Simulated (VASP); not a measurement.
# Br (Fd-3m) in VASP: notebook, part 2 of 2

VASP 6.6.1. The steps go on from the part before.

### Step 3. Single point, r2SCAN

This run uses another cell than the first one, of 31.40 Å³/atom, 1.148 times its volume.

File POSCAR:

```
Br
1.0
    0.0000000000      3.1548526115      3.1548526115
    3.1548526115      0.0000000000      3.1548526115
    3.1548526115      3.1548526115      0.0000000000
Br
2
Direct
    0.0000000000      0.0000000000      0.0000000000
    0.2500000000      0.2500000000      0.2500000000
```

File INCAR.step1:

```
PREC = Accurate ; ENCUT = 520
ISMEAR = -1 ; SIGMA = 0.02
LREAL = False ; LASPH = True
NELM = 100 ; NBANDS = 14
GGA = PE ; ALGO = Normal
EDIFF = 1E-4 ; LWAVE = True
LCHARG = False
```

File INCAR.step2:

```
PREC = Accurate ; ENCUT = 520
EDIFF = 1E-6 ; ISMEAR = -1
SIGMA = 0.02 ; LREAL = False
LASPH = True ; NELM = 100
ALGO = Normal ; ISIF = 2
LWAVE = False ; LCHARG = False
METAGGA = R2SCAN ; LMIXTAU = True
NBANDS = 14 ; ISTART = 1
```

File KPOINTS:

```
regular mesh
0
Gamma
  6 6 6
```

Potentials or basis: VASP PAW PBE potentials, release 64 (Br).

Command:

```sh
$ cat potpaw_PBE.64/Br/POTCAR > POTCAR
$ cp INCAR.step1 INCAR
$ mpirun -np 1 vasp_std > vasp.out
$ cp INCAR.step2 INCAR
$ mpirun -np 1 vasp_std > vasp.out
```

OUTCAR:

```text
PREC = Accurate
   ENCUT = 520
   EDIFF = 1E-6
   ISMEAR = -1
   LREAL = False
   LASPH = True
   NELM = 100
   ISIF = 2
   METAGGA = R2SCAN
   ISTART = 1

 ion  position               nearest neighbor table
   1  0.000  0.000  0.000-   2 2.73   2 2.73   2 2.73   2 2.73
   2  0.250  0.250  0.250-   1 2.73   1 2.73   1 2.73   1 2.73

  LATTYP: Found a face centered cubic cell.
 ALAT       =     6.3097052230

  Lattice vectors:

 A1 = (   0.0000000000,   3.1548526115,   3.1548526115)
 A2 = (   3.1548526115,   0.0000000000,   3.1548526115)
 A3 = (   3.1548526115,   3.1548526115,   0.0000000000)

Analysis of symmetry for initial positions (statically):
=====================================================================
 Subroutine PRICEL returns:
 Original cell was already a primitive cell.

 Routine SETGRP: Setting up the symmetry group for a
 face centered cubic supercell.

 Subroutine GETGRP returns: Found 48 space group operations
 (whereof 24 operations were pure point group operations)
 out of a pool of 48 trial point group operations.

[... 166 lines left out ...]
      3      -3.1270      2.00000
      4      -3.1270      2.00000
      5      -3.1270      2.00000
      6      -0.4541      2.00000
      7      -0.4541      2.00000
      8      -0.4541      2.00000
      9       6.2420      0.00000
     10      10.0925      0.00000
     11      10.0925      0.00000
     12      11.9502      0.00000
     13      11.9502      0.00000
     14      11.9502      0.00000
[... 241 lines left out ...]
      1     -14.7490      2.00000
      2     -14.7490      2.00000
      3      -4.5225      2.00000
      4      -4.5225      2.00000
      5      -1.3103      2.00000
      6      -1.3103      2.00000
      7       1.5937      0.00000
      8       1.5937      0.00000
      9       7.8578      0.00000
     10       7.8578      0.00000
     11      11.7791      0.00000
     12      11.7791      0.00000
     13      14.8252      0.00000
     14      14.8252      0.00000

------------------------ aborting loop because EDIFF is reached ----------------------------------------

  FORCE on cell =-STRESS in cart. coord.  units (eV):
  Direction    XX          YY          ZZ          XY          YZ          ZX
  --------------------------------------------------------------------------------------
  -------------------------------------------------------------------------------------
  Total        3.8897108      3.8897108      3.8897108      0.0000000      0.0000000      0.0000000
  in kB       99.2340417     99.2340417     99.2340417      0.0000000      0.0000000      0.0000000
  external PRESSURE =      99.2340417 kB  Pullay stress =       0.0000000 kB

 VOLUME and BASIS-vectors are now :
 -----------------------------------------------------------------------------
  energy-cutoff  :      520.00
  volume of cell :       62.80
      direct lattice vectors                 reciprocal lattice vectors
     0.000000000  3.154852611  3.154852611    -0.158486009  0.158486009  0.158486009
     3.154852611  0.000000000  3.154852611     0.158486009 -0.158486009  0.158486009
     3.154852611  3.154852611  0.000000000     0.158486009  0.158486009 -0.158486009

 POSITION                                       TOTAL-FORCE (eV/Angst)
 -----------------------------------------------------------------------------------
      0.00000      0.00000      0.00000         0.000000     -0.000000      0.000000
      1.57743      1.57743      1.57743        -0.000000      0.000000     -0.000000
 -----------------------------------------------------------------------------------
    total drift:                                0.000000      0.000000      0.000000

  FREE ENERGIE OF THE ION-ELECTRON SYSTEM (eV)
  ---------------------------------------------------
  free  energy   TOTEN  =       -24.4367104519 eV

  energy  without entropy=      -24.4304856439  energy(sigma->0) =      -24.43359805
```

OSZICAR.step1:

```text
N       E                     dE             d eps       ncg     rms          rms(c)
DAV:   1     0.715436770870E+02    0.71544E+02   -0.57132E+03   448   0.832E+02
DAV:   2     0.317079880457E+01   -0.68373E+02   -0.64228E+02   662   0.152E+02
DAV:   3    -0.142203459469E+01   -0.45928E+01   -0.45496E+01   568   0.408E+01
DAV:   4    -0.145996256889E+01   -0.37928E-01   -0.37916E-01   520   0.445E+00
DAV:   5    -0.146035809778E+01   -0.39553E-03   -0.39552E-03   586   0.434E-01    0.123E+01
DAV:   6    -0.145952404454E+01    0.83405E-03   -0.17704E-03   532   0.231E-01    0.738E+00
DAV:   7    -0.145987876868E+01   -0.35472E-03   -0.29446E-03   550   0.297E-01    0.633E-02
DAV:   8    -0.145990628411E+01   -0.27515E-04   -0.86064E-05   452   0.617E-02
   1 F= -.14599063E+01 E0= -.14565951E+01  d E =-.662233E-02
```

Wall time 62 s (1 thread of Intel Xeon Platinum 8488C (Sapphire Rapids), shared host); peak memory 0.2 GiB.

What came out:

| Item | Value |
| --- | --- |
| Free energy | -24.4367 eV |
| Pressure | 9.9 GPa |
| Band gap on the k mesh | zero (band 7 reaches 1.84 eV, above the bottom of band 8 at -0.45 eV) |

Levels at points of the mesh, in eV from the Fermi level:
| k point | band 3 | band 4 | band 5 | band 6 | band 7 | band 8 | band 9 | band 10 | band 11 | band 12 |
| --- | --- | --- | --- | --- | --- | --- | --- | --- | --- | --- |
| (0.00, 0.00, 0.00) | -4.33 | -4.33 | -4.33 | -1.65 | -1.65 | -1.65 | 5.04 | 8.89 | 8.89 | 10.75 |
| (0.50, 0.00, 0.00) | -4.94 | -4.94 | -4.93 | -0.71 | -0.71 | 0.05 | 7.48 | 7.89 | 8.93 | 8.93 |
| (0.50, 0.50, 0.00) | -5.60 | -5.60 | -2.85 | -2.85 | 0.64 | 0.64 | 6.80 | 6.80 | 10.88 | 10.88 |

Caveat: the PAW data sets were made with another functional, which shifts forces and pressure a little.

### Step 4. Single point, r2SCAN

This run uses another cell than the first one, of 34.96 Å³/atom, 1.279 times its volume.

File POSCAR:

```
Br
1.0
    0.0000000000      3.2698806027      3.2698806027
    3.2698806027      0.0000000000      3.2698806027
    3.2698806027      3.2698806027      0.0000000000
Br
2
Direct
    0.0000000000      0.0000000000      0.0000000000
    0.2500000000      0.2500000000      0.2500000000
```

File INCAR.step1:

```
SYSTEM = Br
ALGO = Normal
EDIFF = 1E-4
ENCUT = 520
GGA = PE
ISMEAR = -1
LASPH = .TRUE.
LCHARG = .FALSE.
LREAL = .FALSE.
LWAVE = .TRUE.
NBANDS = 14
NELM = 80
PREC = Accurate
SIGMA = 0.02
```

File INCAR.step2:

```
SYSTEM = Br
ALGO = Normal
EDIFF = 1E-7
ENCUT = 520
ISIF = 2
ISMEAR = -1
ISTART = 1
LASPH = .TRUE.
LCHARG = .TRUE.
LELF = .TRUE.
LMIXTAU = .TRUE.
LREAL = .FALSE.
LVHAR = .TRUE.
LWAVE = .FALSE.
METAGGA = R2SCAN
NBANDS = 14
NELM = 80
PREC = Accurate
SIGMA = 0.02
```

File KPOINTS:

```
k-points
0
G
  6 6 6
  0 0 0
```

Potentials or basis: VASP PAW PBE potentials, release 64 (Br).

Command:

```sh
$ cat potpaw_PBE.64/Br/POTCAR > POTCAR
$ cp INCAR.step1 INCAR
$ mpirun -np 1 vasp_std > vasp.out
$ cp INCAR.step2 INCAR
$ mpirun -np 1 vasp_std > vasp.out
```

OUTCAR:

```text
SYSTEM = Br
   EDIFF = 1E-7
   ENCUT = 520
   ISIF = 2
   ISMEAR = -1
   ISTART = 1
   LASPH = .TRUE.
   LREAL = .FALSE.
   METAGGA = R2SCAN
   NELM = 80
   PREC = Accurate

 ion  position               nearest neighbor table
   1  0.000  0.000  0.000-
   2  0.250  0.250  0.250-

  LATTYP: Found a face centered cubic cell.
 ALAT       =     6.5397612054

  Lattice vectors:

 A1 = (   0.0000000000,   3.2698806027,   3.2698806027)
 A2 = (   3.2698806027,   0.0000000000,   3.2698806027)
 A3 = (   3.2698806027,   3.2698806027,   0.0000000000)

Analysis of symmetry for initial positions (statically):
=====================================================================
 Subroutine PRICEL returns:
 Original cell was already a primitive cell.

 Routine SETGRP: Setting up the symmetry group for a
 face centered cubic supercell.

 Subroutine GETGRP returns: Found 48 space group operations
 (whereof 24 operations were pure point group operations)
 out of a pool of 48 trial point group operations.

The static configuration has the point symmetry T_d .
 The point group associated with its full space group is O_h .

Analysis of symmetry for dynamics (positions and initial velocities):
=====================================================================
 Subroutine PRICEL returns:
 Original cell was already a primitive cell.

 Routine SETGRP: Setting up the symmetry group for a
 face centered cubic supercell.

 Subroutine GETGRP returns: Found 48 space group operations
 (whereof 24 operations were pure point group operations)
 out of a pool of 48 trial point group operations.

The dynamic configuration has the point symmetry T_d .
 The point group associated with its full space group is O_h .

 Subroutine INISYM returns: Found 48 space group operations
 (whereof 24 operations are pure point group operations),
 and found     1 'primitive' translations
[... 111 lines left out ...]
   METAGGA = R2SCAN    functional components
   LHFCALC =     F    Hartree Fock is set to
   AEXX    =    0.0000 exact exchange contribution
   IVDW    =     0    specifies the selected vdW correction
   LEPSILON=     F    determine dielectric tensor
   LRPA    =     F    only Hartree local field effects (RPA)
 non-spin polarized calculation
  energy-cutoff  :      520.00
  volume of cell :       69.92
 maximum number of plane-waves:      1895
 NGX is ok and might be reduce to    36
   NGX = 17   NGY = 17   NGZ = 17

 number of electron      13.9999998 magnetization

 Free energy of the ion-electron system (eV)
  ---------------------------------------------------
  ext. energy  EPLUGINS =         0.00000000
  ---------------------------------------------------
  free energy    TOTEN  =       -24.75901910 eV

  energy without entropy =      -24.75293849  energy(sigma->0) =      -24.75597879

 E-fermi :   0.1245     XC(G=0):  -8.0698

 val. band max:        0.0988050752   @ k =  -0.3333   0.3333   0.0000
 cond. band min:       0.1533105181   @ k =  -0.3333   0.1667   0.0000
 fundamental gap:      0.0545054429
 Fermi energy:         0.1244562221

 k-point     1 :       0.0000    0.0000    0.0000
  band No.  band energies     occupation
      1     -16.7463      2.00000
      2     -13.4479      2.00000
      3      -3.6122      2.00000
      4      -3.6122      2.00000
      5      -3.6122      2.00000
      6      -1.2294      2.00000
      7      -1.2294      2.00000
      8      -1.2294      2.00000
      9       5.3732      0.00000
     10       9.3598      0.00000
     11       9.3598      0.00000
     12      11.0026      0.00000
     13      11.0026      0.00000
     14      11.0026      0.00000
[... 241 lines left out ...]
      1     -15.3137      2.00000
      2     -15.3137      2.00000
      3      -4.8061      2.00000
      4      -4.8061      2.00000
      5      -2.1094      2.00000
      6      -2.1094      2.00000
      7       0.4669      0.00000
      8       0.4669      0.00000
      9       7.0822      0.00000
     10       7.0822      0.00000
     11      10.8398      0.00000
     12      10.8398      0.00000
     13      13.3888      0.00000
     14      13.3888      0.00000

------------------------ aborting loop because EDIFF is reached ----------------------------------------

  FORCE on cell =-STRESS in cart. coord.  units (eV):
  Direction    XX          YY          ZZ          XY          YZ          ZX
  --------------------------------------------------------------------------------------
  -------------------------------------------------------------------------------------
  Total        2.1569565      2.1569565      2.1569565      0.0000000      0.0000000      0.0000000
  in kB       49.4226801     49.4226801     49.4226801      0.0000000      0.0000000      0.0000000
  external PRESSURE =      49.4226801 kB  Pullay stress =       0.0000000 kB

 VOLUME and BASIS-vectors are now :
 -----------------------------------------------------------------------------
  energy-cutoff  :      520.00
  volume of cell :       69.92
      direct lattice vectors                 reciprocal lattice vectors
     0.000000000  3.269880603  3.269880603    -0.152910782  0.152910782  0.152910782
     3.269880603  0.000000000  3.269880603     0.152910782 -0.152910782  0.152910782
     3.269880603  3.269880603  0.000000000     0.152910782  0.152910782 -0.152910782

 POSITION                                       TOTAL-FORCE (eV/Angst)
 -----------------------------------------------------------------------------------
      0.00000      0.00000      0.00000         0.000000      0.000000      0.000000
      1.63494      1.63494      1.63494        -0.000000     -0.000000     -0.000000
 -----------------------------------------------------------------------------------
    total drift:                                0.000000      0.000000      0.000000

  FREE ENERGIE OF THE ION-ELECTRON SYSTEM (eV)
  ---------------------------------------------------
  free  energy   TOTEN  =       -24.7590191000 eV

  energy  without entropy=      -24.7529384882  energy(sigma->0) =      -24.75597879
```

OUTCAR.step1:

```text
SYSTEM = Br
   EDIFF = 1E-4
   ENCUT = 520
   GGA = PE
   ISMEAR = -1
   LASPH = .TRUE.
   LREAL = .FALSE.
[... 483 lines left out ...]
      0.00000      0.00000      0.00000         0.000000      0.000000      0.000000
      1.63494      1.63494      1.63494        -0.000000     -0.000000     -0.000000
 -----------------------------------------------------------------------------------
    total drift:                                0.000000      0.000000      0.000000

  FREE ENERGIE OF THE ION-ELECTRON SYSTEM (eV)
  ---------------------------------------------------
  free  energy   TOTEN  =        -1.7957608642 eV

  energy  without entropy=       -1.7893822566  energy(sigma->0) =       -1.79257156
```

OSZICAR.step1:

```text
N       E                     dE             d eps       ncg     rms          rms(c)
DAV:   1     0.722563977349E+02    0.72256E+02   -0.54793E+03   448   0.816E+02
DAV:   2     0.332687606062E+01   -0.68930E+02   -0.64640E+02   650   0.147E+02
DAV:   3    -0.174941705981E+01   -0.50763E+01   -0.50492E+01   586   0.414E+01
DAV:   4    -0.179398369200E+01   -0.44567E-01   -0.44542E-01   538   0.473E+00
DAV:   5    -0.179445185035E+01   -0.46816E-03   -0.46807E-03   604   0.467E-01    0.954E+00
DAV:   6    -0.179505952210E+01   -0.60767E-03   -0.56656E-04   550   0.161E-01    0.574E+00
DAV:   7    -0.179572939431E+01   -0.66987E-03   -0.11155E-03   568   0.222E-01    0.288E-02
DAV:   8    -0.179576086419E+01   -0.31470E-04   -0.17216E-05   416   0.332E-02
   1 F= -.17957609E+01 E0= -.17925716E+01  d E =-.637861E-02
```

It took 65 s on 1 thread of Intel Xeon Platinum 8488C (Sapphire Rapids), shared host; peak memory 0.21 GiB.

What came out:

- Free energy: -24.7590 eV
- Pressure: 4.9 GPa
- Band gap on the k mesh: zero (band 7 reaches 0.63 eV, above the bottom of band 8 at -1.23 eV)

Caveat: the PAW data sets were made with another functional, which shifts forces and pressure a little.

### Step 5. Single point, r2SCAN

This run uses another cell than the first one, of 42.16 Å³/atom, 1.542 times its volume.

File POSCAR:

```
Br
1.0
    0.0000000000      3.4805577754      3.4805577754
    3.4805577754      0.0000000000      3.4805577754
    3.4805577754      3.4805577754      0.0000000000
Br
2
Direct
    0.0000000000      0.0000000000      0.0000000000
    0.2500000000      0.2500000000      0.2500000000
```

File INCAR.step1:

```
PREC     = Accurate       # precision mode
ENCUT    = 520            # plane-wave cutoff, eV
ISMEAR   = -1             # smearing method
SIGMA    = 0.02           # smearing width, eV
LREAL    = False          # projectors in reciprocal space
LASPH    = True           # aspherical terms in the spheres
NELM     = 80             # most SCF steps
NBANDS   = 14             # bands
GGA      = PE             # functional
ALGO     = Normal         # electronic algorithm
EDIFF    = 1E-4           # SCF threshold, eV
LWAVE    = True           # write WAVECAR
LCHARG   = False          # write CHGCAR
```

File INCAR.step2:

```
PREC     = Accurate       # precision mode
ENCUT    = 520            # plane-wave cutoff, eV
EDIFF    = 1E-6           # SCF threshold, eV
ISMEAR   = -1             # smearing method
SIGMA    = 0.02           # smearing width, eV
LREAL    = False          # projectors in reciprocal space
LASPH    = True           # aspherical terms in the spheres
NELM     = 80             # most SCF steps
ALGO     = Normal         # electronic algorithm
ISIF     = 2              # what is computed and relaxed
LWAVE    = False          # write WAVECAR
LCHARG   = False          # write CHGCAR
METAGGA  = R2SCAN         # meta-GGA
LMIXTAU  = True         
NBANDS   = 14             # bands
ISTART   = 1
```

File KPOINTS:

```
regular mesh
0
Gamma
  6 6 6
```

Command:

```sh
$ cat potpaw_PBE.64/Br/POTCAR > POTCAR
$ cp INCAR.step1 INCAR
$ mpirun -np 1 vasp_std > vasp.out
$ cp INCAR.step2 INCAR
$ mpirun -np 1 vasp_std > vasp.out
```

Wall time 94 s (1 thread of Intel Xeon Platinum 8488C (Sapphire Rapids), shared host); peak memory 0.25 GiB.

It converged, with:

```
Free energy            : -24.9429 eV
Pressure               : 0.0 GPa
Band gap on the k mesh : zero (band 7 reaches -1.17 eV, above the bottom of band 8 at -2.45 eV)
```

Levels at points of the mesh, in eV from the Fermi level:
```csv
k point,band 3,band 4,band 5,band 6,band 7,band 8,band 9,band 10,band 11,band 12
"(0.00, 0.00, 0.00)",-2.85,-2.85,-2.85,-0.94,-0.94,-0.94,5.59,9.73,9.73,11.05
"(0.50, 0.00, 0.00)",-3.32,-3.26,-3.26,-0.37,-0.37,-0.19,7.92,8.26,9.43,9.43
"(0.50, 0.50, 0.00)",-3.68,-3.68,-1.93,-1.93,0.34,0.34,7.48,7.48,11.26,11.26
```

Caveat: the PAW data sets were made with another functional, which shifts forces and pressure a little.

### Step 6. The runs side by side

| cell | gap on the mesh (eV) | pressure (GPa) |
| --- | --- | --- |
| a = 4.260 Å, angles 60.0°, 2 atoms | none | 20.0 |
| a = 4.462 Å, angles 60.0°, 2 atoms | none | 9.9 |
| a = 4.624 Å, angles 60.0°, 2 atoms | none | 4.9 |
| a = 4.922 Å, angles 60.0°, 2 atoms | none | 0.0 |

Alike in all rows: task single point; level r2SCAN; potentials or basis VASP PAW PBE potentials, release 64 (Br); no spin polarisation; k mesh 6 × 6 × 6; cutoff (eV) 520; smearing fermi-dirac 0.02 eV.

Caveats: the PAW data sets were made with another functional, which shifts forces and pressure a little.

Absolute energies hang on the potentials; compare differences alone.
